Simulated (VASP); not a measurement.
# LaMg6Sb in VASP: a series of runs

The runs below take LaMg6Sb through single point, with PBE.

Program: VASP 6.6.1. These are calculated values, not measurements. Logs are shortened: lines on timing, memory, paths and dates and some standing lists are left out, and cuts for length are marked.

## Step 1: The cell of the first run

Symmetry: Amm2, No. 38, orthorhombic system. The conventional cell has a = 5.004 Å, b = 6.524 Å, c = 12.670 Å, α = 90.00°, β = 90.00°, γ = 90.00°. Within 4.4 Å of La (site symmetry mm2) lie 14 Mg at 3.31 to 4.32 Å and 2 Sb at 3.32 Å. Sb (site symmetry mm2) has 8 Mg at 3.04 to 3.38 Å and 2 La at 3.32 Å within 4.0 Å. Mg (site symmetry mm2) has 10 Mg at 3.12 to 3.78 Å and 2 Sb at 3.38 Å within 4.1 Å. Within 4.0 Å of Mg (site symmetry m) lie 1 Sb at 3.04 Å and 8 Mg at 3.04 to 3.78 Å and 2 La at 3.38 Å. Within 4.1 Å of Mg (site symmetry mm2) lie 10 Mg at 3.12 to 3.88 Å and 2 La at 3.31 Å. Mg (site symmetry m) has 8 Mg at 3.00 to 3.88 Å and 2 Sb at 3.17 Å and 2 La at 3.50 to 3.64 Å within 4.0 Å.

## Step 2: Single point, PBE

Contents of INCAR:

```
SYSTEM = LaMg6Sb
  ALGO = Fast
  EDIFF = 1E-6
  ENCUT = 520
  GGA = PE
  ISIF = 2
  ISMEAR = -1
  LASPH = .True.
  LCHARG = .True.
  LELF = .True.
  LREAL = .False.
  LVHAR = .True.
  LWAVE = .False.
  NBANDS = 24
  NELM = 80
  PREC = Accurate
  SIGMA = 0.05
```

Contents of KPOINTS:

```
k-points
0
Gamma
  6 5 5
  0 0 0
```

Contents of POSCAR:

```
LaMg6Sb
1.0
    5.0036920000      0.0000000000      0.0000000000
    0.0000000000      3.2620095000      6.3351285000
    0.0000000000     -3.2620095000      6.3351285000
La Sb Mg
1 1 6
Direct
    0.0000000000      0.8074900000      0.8074900000
    0.5000000000      0.6346400000      0.6346400000
    0.5000000000      0.2032130000      0.2032130000
    0.5000000000      0.1809330000      0.6853530000
    0.5000000000      0.6853530000      0.1809330000
    0.0000000000      0.3508290000      0.3508290000
    0.0000000000      0.2989790000      0.8385610000
    0.0000000000      0.8385610000      0.2989790000
```

Potentials or basis: VASP PAW PBE potentials, release 64 (La, Sb, Mg).

Started as:

```sh
> cat potpaw_PBE.64/La/POTCAR potpaw_PBE.64/Sb/POTCAR potpaw_PBE.64/Mg/POTCAR > POTCAR
> mpirun -np 1 vasp_std > vasp.out
```

OUTCAR:

```text
SYSTEM = LaMg6Sb
   EDIFF = 1E-6
   ENCUT = 520
   GGA = PE
   ISIF = 2
   ISMEAR = -1
   LASPH = .True.
   LREAL = .False.
   NELM = 80
   PREC = Accurate

 ion  position               nearest neighbor table
   1  0.000  0.807  0.807-   6 3.31   6 3.31   2 3.32   2 3.32   5 3.38   4 3.38   4 3.38   5 3.38
                             7 3.50   8 3.50   8 3.64   7 3.64
   2  0.500  0.635  0.635-   4 3.04   5 3.04   7 3.17   8 3.17   7 3.17   8 3.17   1 3.32   1 3.32
                             3 3.38   3 3.38
   3  0.500  0.203  0.203-   6 3.12   6 3.12   4 3.35   5 3.35   2 3.38   2 3.38   8 3.38   7 3.38
                             7 3.38   8 3.38
   4  0.500  0.181  0.685-   2 3.04   7 3.04   7 3.04   6 3.17   6 3.17   5 3.23   5 3.29   3 3.35
                             1 3.38   1 3.38
   5  0.500  0.685  0.181-   2 3.04   8 3.04   8 3.04   6 3.17   6 3.17   4 3.23   4 3.29   3 3.35
                             1 3.38   1 3.38
   6  0.000  0.351  0.351-   3 3.12   3 3.12   5 3.17   4 3.17   4 3.17   5 3.17   8 3.27   7 3.27
                             1 3.31   1 3.31
   7  0.000  0.299  0.839-   8 3.00   4 3.04   4 3.04   2 3.17   2 3.17   6 3.27   3 3.38   3 3.38
                             1 3.50   8 3.52   1 3.64
   8  0.000  0.839  0.299-   7 3.00   5 3.04   5 3.04   2 3.17   2 3.17   6 3.27   3 3.38   3 3.38
                             1 3.50   7 3.52   1 3.64

  LATTYP: Found a base centered orthorhombic cell.
 ALAT       =     6.5240190000
 B/A-ratio  =     1.9420938228
 C/A-ratio  =     0.7669646578

  Lattice vectors:

 A1 = (   0.0000000000,   3.2620095000,  -6.3351285000)
 A2 = (   0.0000000000,   3.2620095000,   6.3351285000)
 A3 = (   5.0036920000,   0.0000000000,   0.0000000000)

Analysis of symmetry for initial positions (statically):
=====================================================================
 Subroutine PRICEL returns:
 Original cell was already a primitive cell.

 Routine SETGRP: Setting up the symmetry group for a
 base centered orthorhombic supercell.

 Subroutine GETGRP returns: Found  4 space group operations
 (whereof  4 operations were pure point group operations)
 out of a pool of  8 trial point group operations.

The static configuration has the point symmetry C_2v.

Analysis of symmetry for dynamics (positions and initial velocities):
=====================================================================
 Subroutine PRICEL returns:
 Original cell was already a primitive cell.

 Routine SETGRP: Setting up the symmetry group for a
 base centered orthorhombic supercell.

 Subroutine GETGRP returns: Found  4 space group operations
 (whereof  4 operations were pure point group operations)
 out of a pool of  8 trial point group operations.

The dynamic configuration has the point symmetry C_2v.

 Subroutine INISYM returns: Found  4 space group operations
 (whereof  4 operations are pure point group operations),
 and found     1 'primitive' translations

----------------------------------------------------------------------------------------

                                     Primitive cell

  volume of cell :     206.8051

  direct lattice vectors                    reciprocal lattice vectors
     5.003692000  0.000000000  0.000000000     0.199852429  0.000000000  0.000000000
     0.000000000  3.262009500  6.335128500     0.000000000  0.153279750  0.078924997
     0.000000000 -3.262009500  6.335128500     0.000000000 -0.153279750  0.078924997

  length of vectors
     5.003692000  7.125626926  7.125626926     0.199852429  0.172406023  0.172406023

  position of ions in fractional coordinates (direct lattice)
     0.000000000  0.807490000  0.807490000
     0.500000000  0.634640000  0.634640000
     0.500000000  0.203213000  0.203213000
     0.500000000  0.180933000  0.685353000
     0.500000000  0.685353000  0.180933000
     0.000000000  0.350829000  0.350829000
     0.000000000  0.298979000  0.838561000
     0.000000000  0.838561000  0.298979000

  ion indices of the primitive-cell ions
   primitive index   ion index
                 1           1
                 2           2
                 3           3
                 4           4
                 5           5
                 6           6
                 7           7
                 8           8

----------------------------------------------------------------------------------------

 KPOINTS: k-points

Automatic generation of k-mesh.
 Grid dimensions read from file:
 generate k-points for:    6    5    5

 Generating k-lattice:

  Cartesian coordinates                     Fractional coordinates (reciprocal lattice)
     0.033308738  0.000000000  0.000000000     0.166666667  0.000000000  0.000000000
     0.000000000  0.030655950  0.015784999     0.000000000  0.200000000  0.000000000
     0.000000000 -0.030655950  0.015784999     0.000000000  0.000000000  0.200000000

  Length of vectors
     0.033308738  0.034481205  0.034481205

  Shift w.r.t. Gamma in fractional coordinates (k-lattice)
     0.000000000  0.000000000  0.000000000

 Subroutine IBZKPT returns following result:
 ===========================================

 Found     36 irreducible k-points:

 Following reciprocal coordinates:
            Coordinates               Weight
  0.000000  0.000000  0.000000      1.000000
  0.166667  0.000000  0.000000      2.000000
  0.333333  0.000000  0.000000      2.000000
  0.500000  0.000000  0.000000      1.000000
  0.000000  0.200000  0.000000      4.000000
  0.166667  0.200000  0.000000      8.000000
[... 16 lines left out ...]
  0.333333 -0.400000  0.200000      8.000000
  0.500000 -0.400000  0.200000      4.000000
 [... further k-points ...]
   k-points           NKPTS =     36   k-points in BZ     NKDIM =     36   number of bands    NBANDS=     24
   number of dos      NEDOS =    301   number of ions     NIONS =      8
   total plane-waves  NPLWV = 116640
   dimension x,y,z NGX =    40 NGY =   54 NGZ =   54
   dimension x,y,z NGXF=    80 NGYF=  108 NGZF=  108
   ions per type =               1   1   6
   NGX,Y,Z   is equivalent  to a cutoff of  13.29, 12.60, 12.60 a.u.
   NGXF,Y,Z  is equivalent  to a cutoff of  26.58, 25.20, 25.20 a.u.
 SYSTEM =  LaMg6Sb
   PREC   = accura    normal or accurate (medium, high low for compatibility)
   ISTART =      0    job   : 0-new  1-cont  2-samecut
   ICHARG =      2    charge: 1-file 2-atom 10-const
   ISPIN  =      1    spin polarized calculation?
   LNONCOLLINEAR =      F non collinear calculations
   LSORBIT =      F    spin-orbit coupling
   LASPH  =      T    aspherical Exc in radial PAW
   ENCUT  =  520.0 eV  38.22 Ry    6.18 a.u.   9.30 13.25 13.25*2*pi/ulx,y,z
   NELM   =     80;   NELMIN=  2; NELMDL= -5     # of ELM steps
   EDIFF  = 0.1E-05   stopping-criterion for ELM
   LREAL  =      F    real-space projection
   EDIFFG = 0.1E-04   stopping-criterion for IOM
   NSW    =      0    number of steps for IOM
   IBRION =     -1    ionic relax: 0-MD 1-quasi-New 2-CG
   NFREE  =      0    steps in history (QN), initial steepest desc. (CG)
   ISIF   =      2    stress and relaxation
   ISYM   =      2    0-nonsym 1-usesym 2-fastsym
   POTIM  = 0.5000    time-step for ionic-motion
   TEBEG  =    0.0;   TEEND  =   0.0 temperature during run
   PSTRESS=    0.0 pullay stress
   NELECT =      28.0000    total number of electrons
   NUPDOWN=      -1.0000    fix difference up-down
   EMIN   =  10.00;   EMAX   =-10.00  energy-range for DOS
   EFERMI =   0.00;   METHOD = LEGACY
   ISMEAR =    -1;   SIGMA  =   0.05  broadening in eV -4-tet -1-fermi 0-gaus
   EFERMI_NEDOS =   21; number of points for ismear=-14 and -15
   IALGO  =     68    algorithm
   IMIX   =      4    mixing-type and parameters
     AMIX     =   0.40;   BMIX     =  1.00
     AMIX_MAG =   1.60;   BMIX_MAG =  1.00
  volume/ion in A,a.u.               =      25.85       174.45
  Fermi-wavevector in a.u.,A,eV,Ry     =   0.840634  1.588568  9.614775  0.706666
  Thomas-Fermi vector in A             =   1.955048
   LORBIT       =      0    0 simple, 1 ext, 2 COOP (PROOUT), +10 PAW based schemes
   GGA     = PE    functional components
   LHFCALC =     F    Hartree Fock is set to
   AEXX    =    0.0000 exact exchange contribution
   IVDW    =     0    specifies the selected vdW correction
   LEPSILON=     F    determine dielectric tensor
   LRPA    =     F    only Hartree local field effects (RPA)
 non-spin polarized calculation
 RMM-DIIS sequential band-by-band and
  energy-cutoff  :      520.00
  volume of cell :      206.81
 maximum number of plane-waves:      5584
 NGX is ok and might be reduce to    40
   NGX = 19   NGY = 27   NGZ = 27

 number of electron      27.9999999 magnetization

 Free energy of the ion-electron system (eV)
  ---------------------------------------------------
  ext. energy  EPLUGINS =         0.00000000
  ---------------------------------------------------
  free energy    TOTEN  =       -19.25393186 eV

  energy without entropy =      -19.22594077  energy(sigma->0) =      -19.23993631

 E-fermi :   4.1467     XC(G=0):  -8.8015

 val. band max:        4.1385942460   @ k =   0.5000   0.4000   0.0000
 cond. band min:       4.1570584639   @ k =   0.5000   0.2000   0.2000
 fundamental gap:      0.0184642178
 Fermi energy:         4.1466797726

 k-point     1 :       0.0000    0.0000    0.0000
  band No.  band energies     occupation
      1     -28.6934      2.00000
      2     -12.4469      2.00000
      3     -12.4403      2.00000
      4     -12.4285      2.00000
      5      -5.4246      2.00000
      6      -0.8258      2.00000
[... 16 lines left out ...]
     23       5.9927      0.00000
     24       6.0869      0.00000

 k-point     2 :       0.1667    0.0000    0.0000
  band No.  band energies     occupation
      1     -28.6929      2.00000
      2     -12.4520      2.00000
      3     -12.4452      2.00000
      4     -12.4330      2.00000
      5      -5.3533      2.00000
      6      -0.8325      2.00000
[... 16 lines left out ...]
     23       6.0176      0.00000
     24       6.0998      0.00000
[... 565 lines left out ...]
     23       6.0582      0.00000
     24       6.3200      0.00000

 k-point    24 :       0.5000   -0.4000    0.2000
  band No.  band energies     occupation
      1     -28.6913      2.00000
      2     -12.5096      2.00000
      3     -12.4452      2.00000
      4     -12.4232      2.00000
      5      -5.0793      2.00000
      6      -0.2919      2.00000
[... 16 lines left out ...]
     23       6.0697      0.00000
     24       6.2409      0.00000

 [... further k-points ...]
[... 5 lines left out ...]
  --------------------------------------------------------------------------------------
  -------------------------------------------------------------------------------------
  Total       -0.3215011     -0.4090807     -0.1851722      0.0000000      0.0000000      0.0000000
  in kB       -2.4907593     -3.1692633     -1.4345816      0.0000000      0.0000000      0.0000000
  external PRESSURE =      -2.3648681 kB  Pullay stress =       0.0000000 kB

 VOLUME and BASIS-vectors are now :
 -----------------------------------------------------------------------------
  energy-cutoff  :      520.00
  volume of cell :      206.81
      direct lattice vectors                 reciprocal lattice vectors
     5.003692000  0.000000000  0.000000000     0.199852429  0.000000000  0.000000000
     0.000000000  3.262009500  6.335128500     0.000000000  0.153279750  0.078924997
     0.000000000 -3.262009500  6.335128500     0.000000000 -0.153279750  0.078924997

 POSITION                                       TOTAL-FORCE (eV/Angst)
 -----------------------------------------------------------------------------------
      0.00000      0.00000     10.23111         0.000000      0.000000     -0.021196
      2.50185      0.00000      8.04105         0.000000      0.000000      0.013130
      2.50185      0.00000      2.57476         0.000000      0.000000      0.002739
      2.50185     -1.64542      5.48803         0.000000      0.014282     -0.003700
      2.50185      1.64542      5.48803         0.000000     -0.014282     -0.003700
      0.00000      0.00000      4.44509         0.000000      0.000000      0.042679
      0.00000     -1.76012      7.20646         0.000000     -0.042687     -0.014975
      0.00000      1.76012      7.20646         0.000000      0.042687     -0.014975
 -----------------------------------------------------------------------------------
    total drift:                               -0.000000      0.000000      0.004094

  FREE ENERGIE OF THE ION-ELECTRON SYSTEM (eV)
  ---------------------------------------------------
  free  energy   TOTEN  =       -19.2539318582 eV

  energy  without entropy=      -19.2259407678  energy(sigma->0) =      -19.23993631
```

It took 10 min on 1 thread of Intel Xeon Platinum 8259CL at 2.50GHz (Skylake/Cascade Lake), shared host; peak memory 0.48 GiB.

What came out:

- Free energy: -19.2539 eV
- Pressure: -0.2 GPa
- Largest force: 0.045 eV/Å
- Band gap on the k mesh: zero (band 14 reaches 4.52 eV, above the bottom of band 15 at 3.36 eV)

Forces on the atoms (eV/Å):
```
La   0.000  0.000 -0.021
Sb   0.000  0.000  0.013
Mg   0.000  0.000  0.003
Mg   0.000  0.014 -0.004
Mg   0.000 -0.014 -0.004
Mg   0.000  0.000  0.043
Mg   0.000 -0.043 -0.015
Mg   0.000  0.043 -0.015
```

Caveat: spin-orbit coupling is left out, which moves the levels of the heavy elements.

(Continued in part 2 of 2.)
